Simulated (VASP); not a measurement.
# SiC (g.B) in VASP: single point with PBE+D4

Aim: the single point of SiC (g.B) with PBE+D4.

Everything below comes from runs of VASP 6.6.1. Logs are shortened: lines on timing, memory, paths and dates and some standing lists are left out, and cuts for length are marked.

**1. The cell of the first run**

The cell holds a sheet with vacuum, 2 atoms: a = 3.118 Å, b = 3.118 Å, c = 23.800 Å, α = 90.00°, β = 90.00°, γ = 120.00°.

**2. Single point, PBE+D4**

INCAR reads:

```
SYSTEM = SiC
  ALGO = Normal
  DIPOL = 0.5 0.5 0.294
  EDIFF = 1E-6
  ENCUT = 520
  GGA = PE
  GGA_COMPAT = .False.
  IDIPOL = 3
  ISIF = 2
  ISMEAR = 0
  IVDW = 13
  LASPH = .True.
  LCHARG = .False.
  LDIPOL = .True.
  LREAL = .False.
  LWAVE = .False.
  NBANDS = 11
  NELM = 120
  NELMDL = -8
  PREC = Accurate
  SIGMA = 0.03
```

KPOINTS reads:

```
k-points
0
Gamma
  12 12 1
  0 0 0
```

POSCAR reads:

```
SiC
1.0
    3.1178587937      0.0000000000      0.0000000000
   -1.5589293968      2.7001449207      0.0000000000
    0.0000000000      0.0000000000     23.8000000000
Si C
1 1
Direct
    0.3333333333      0.6666666667      0.2941176471
    0.6666666667      0.3333333333      0.2941176471
```

Potentials or basis: VASP PAW PBE potentials, release 64 (Si, C).

Started as:

```console
$ cat potpaw_PBE.64/Si/POTCAR potpaw_PBE.64/C/POTCAR > POTCAR
$ mpirun -np 1 vasp_std > vasp.out
```

OUTCAR:

```text
SYSTEM = SiC
   EDIFF = 1E-6
   ENCUT = 520
   GGA = PE
   ISIF = 2
   ISMEAR = 0
   IVDW = 13
   LASPH = .True.
   LREAL = .False.
   NELM = 120
   NELMDL = -8
   PREC = Accurate

 ion  position               nearest neighbor table
   1  0.333  0.667  0.294-   2 1.80   2 1.80   2 1.80
   2  0.667  0.333  0.294-   1 1.80   1 1.80   1 1.80

  LATTYP: Found a hexagonal cell.
 ALAT       =     3.1178587937
 C/A-ratio  =     7.6334438391

  Lattice vectors:

 A1 = (   3.1178587937,   0.0000000000,   0.0000000000)
 A2 = (  -1.5589293968,   2.7001449207,   0.0000000000)
 A3 = (   0.0000000000,   0.0000000000,  23.8000000000)

Analysis of symmetry for initial positions (statically):
=====================================================================
 Subroutine PRICEL returns:
 Original cell was already a primitive cell.

 Routine SETGRP: Setting up the symmetry group for a
 hexagonal supercell.

 Subroutine GETGRP returns: Found 12 space group operations
 (whereof  6 operations were pure point group operations)
 out of a pool of 24 trial point group operations.

The static configuration has the point symmetry C_3v.
 The point group associated with its full space group is D_3h.

Analysis of symmetry for dynamics (positions and initial velocities):
=====================================================================
 Subroutine PRICEL returns:
 Original cell was already a primitive cell.

 Routine SETGRP: Setting up the symmetry group for a
 hexagonal supercell.

 Subroutine GETGRP returns: Found 12 space group operations
 (whereof  6 operations were pure point group operations)
 out of a pool of 24 trial point group operations.

The dynamic configuration has the point symmetry C_3v.
 The point group associated with its full space group is D_3h.

 Subroutine INISYM returns: Found 12 space group operations
 (whereof  6 operations are pure point group operations),
 and found     1 'primitive' translations

----------------------------------------------------------------------------------------

                                     Primitive cell

  volume of cell :     200.3644

  direct lattice vectors                    reciprocal lattice vectors
     3.117858794  0.000000000  0.000000000     0.320732934  0.185175246  0.000000000
    -1.558929397  2.700144921  0.000000000     0.000000000  0.370350492  0.000000000
     0.000000000  0.000000000 23.800000000     0.000000000  0.000000000  0.042016807
[... 92 lines left out ...]
   EFERMI =   0.00;   METHOD = LEGACY
   ISMEAR =     0;   SIGMA  =   0.03  broadening in eV -4-tet -1-fermi 0-gaus
   EFERMI_NEDOS =   21; number of points for ismear=-14 and -15
   IALGO  =     38    algorithm
   IMIX   =      4    mixing-type and parameters
     AMIX     =   0.40;   BMIX     =  1.00
     AMIX_MAG =   1.60;   BMIX_MAG =  1.00
  volume/ion in A,a.u.               =     100.18       676.06
  Fermi-wavevector in a.u.,A,eV,Ry     =   0.559540  1.057378  4.259784  0.313085
  Thomas-Fermi vector in A             =   1.595033
   LORBIT       =      0    0 simple, 1 ext, 2 COOP (PROOUT), +10 PAW based schemes
   GGA     = PE    functional components
   LHFCALC =     F    Hartree Fock is set to
   AEXX    =    0.0000 exact exchange contribution
   IVDW    =    13    specifies the selected vdW correction
   LEPSILON=     F    determine dielectric tensor
   LRPA    =     F    only Hartree local field effects (RPA)
 non-spin polarized calculation
 Gauss-broadening in eV      SIGMA  =   0.03
  energy-cutoff  :      520.00
  volume of cell :      200.36
 maximum number of plane-waves:      5423
 NGX is ok and might be reduce to    24
   NGX = 11   NGY = 11   NGZ = 89

 dipolmoment           0.000000      0.000000     -0.000001 electrons x Angstroem

 number of electron       8.0000001 magnetization

 dipolmoment           0.000000      0.000000      0.000006 electrons x Angstroem

 Free energy of the ion-electron system (eV)
  ---------------------------------------------------
  ext. energy  EPLUGINS =         0.00000000
  ---------------------------------------------------
  free energy    TOTEN  =       -14.04802058 eV

  energy without entropy =      -14.04802058  energy(sigma->0) =      -14.04802058

 E-fermi :  -3.5224     XC(G=0):  -1.8403

 val. band max:       -3.6629297761   @ k =   0.3333   0.3333   0.0000
 cond. band min:      -1.1798391267   @ k =   0.3333   0.3333   0.0000
 fundamental gap:      2.4830906494
 Fermi energy:        -3.5223585356

 k-point     1 :       0.0000    0.0000    0.0000
  band No.  band energies     occupation
      1     -17.2652      2.00000
      2      -7.3700      2.00000
      3      -5.0258      2.00000
      4      -5.0258      2.00000
      5      -0.6350      0.00000
      6       1.0587      0.00000
      7       1.3632      0.00000
      8       1.8803      0.00000
      9       1.9849      0.00000
     10       2.9004      0.00000
     11       3.3910      0.00000
[... 239 lines left out ...]
 k-point    19 :       0.3333    0.3333    0.0000
  band No.  band energies     occupation
      1     -13.7938      2.00000
      2     -10.9346      2.00000
      3      -9.2604      2.00000
      4      -3.6629      2.00000
      5      -1.1798      0.00000
      6       3.2229      0.00000
      7       3.4402      0.00000
      8       5.0371      0.00000
      9       6.7773      0.00000
     10       7.6820      0.00000
     11       7.8073      0.00000

------------------------ aborting loop because EDIFF is reached ----------------------------------------

 vacuum level on the upper side and lower side of the slab       (xc-potential included)        -0.008        -0.008

  DFT-D4 for vdW energy calculation

  Edisp (eV):   -0.32335

  FORCE on cell =-STRESS in cart. coord.  units (eV):
  Direction    XX          YY          ZZ          XY          YZ          ZX
  --------------------------------------------------------------------------------------
  -------------------------------------------------------------------------------------
  Total      -0.01069    -0.01069    -0.00609    -0.00000    -0.00000     0.00000
  in kB      -0.08552    -0.08552    -0.04873    -0.00000    -0.00000     0.00000
  external pressure =       -0.07 kB  Pullay stress =        0.00 kB

 VOLUME and BASIS-vectors are now :
 -----------------------------------------------------------------------------
  energy-cutoff  :      520.00
  volume of cell :      200.36
      direct lattice vectors                 reciprocal lattice vectors
     3.117858794  0.000000000  0.000000000     0.320732934  0.185175246  0.000000000
    -1.558929397  2.700144921  0.000000000     0.000000000  0.370350492  0.000000000
     0.000000000  0.000000000 23.800000000     0.000000000  0.000000000  0.042016807

 POSITION                                       TOTAL-FORCE (eV/Angst)
 -----------------------------------------------------------------------------------
     -0.00000      1.80010      7.00000         0.000000     -0.000000      0.000000
      1.55893      0.90005      7.00000        -0.000000      0.000000      0.000000
 -----------------------------------------------------------------------------------
    total drift:                               -0.000000      0.000000      0.000051

  FREE ENERGIE OF THE ION-ELECTRON SYSTEM (eV)
  ---------------------------------------------------
  free  energy   TOTEN  =       -14.3713657292 eV

  energy  without entropy=      -14.3713657292  energy(sigma->0) =      -14.37136573

 vacuum level on the upper side and lower side of the slab         1.364         1.364
```

OSZICAR:

```text
N       E                     dE             d eps       ncg     rms          rms(c)
DAV:   1     0.497932737464E+02    0.49793E+02   -0.25830E+03   418   0.476E+02
DAV:   2    -0.979768736955E+01   -0.59591E+02   -0.52818E+02   620   0.975E+01
DAV:   3    -0.166833855735E+02   -0.68857E+01   -0.68694E+01   623   0.405E+01
[... 16 lines left out ...]
DAV:  20    -0.140479702183E+02   -0.51695E-04   -0.48205E-06   554   0.771E-03    0.931E-03
DAV:  21    -0.140480083129E+02   -0.38095E-04   -0.45717E-06   523   0.866E-03    0.606E-03
DAV:  22    -0.140480172572E+02   -0.89443E-05   -0.46831E-07   531   0.290E-03    0.421E-03
DAV:  23    -0.140480201092E+02   -0.28520E-05   -0.33732E-07   536   0.254E-03    0.110E-03
DAV:  24    -0.140480205813E+02   -0.47216E-06   -0.11241E-08   558   0.559E-04
   1 F= -.14371366E+02 E0= -.14371366E+02  d E =-.685339E-13
```

Run time: 28 s. Hardware: 1 thread of Intel Xeon 6975P-C (Granite Rapids), shared host; peak memory 0.3 GiB.

What came out:

- Free energy: -14.3714 eV
- Band gap on the k mesh: 2.48 eV, direct
- Dispersion energy per atom: -0.162 eV

Levels at points of the mesh, in eV from the valence-band top:
```csv
k point,band 1,band 2,band 3,band 4,band 5,band 6,band 7,band 8
"(0.00, 0.00, 0.00)",-13.60,-3.71,-1.36,-1.36,3.03,4.72,5.03,5.54
"(0.50, 0.00, 0.00)",-10.71,-7.84,-2.87,-0.69,2.50,3.72,7.94,9.07
```
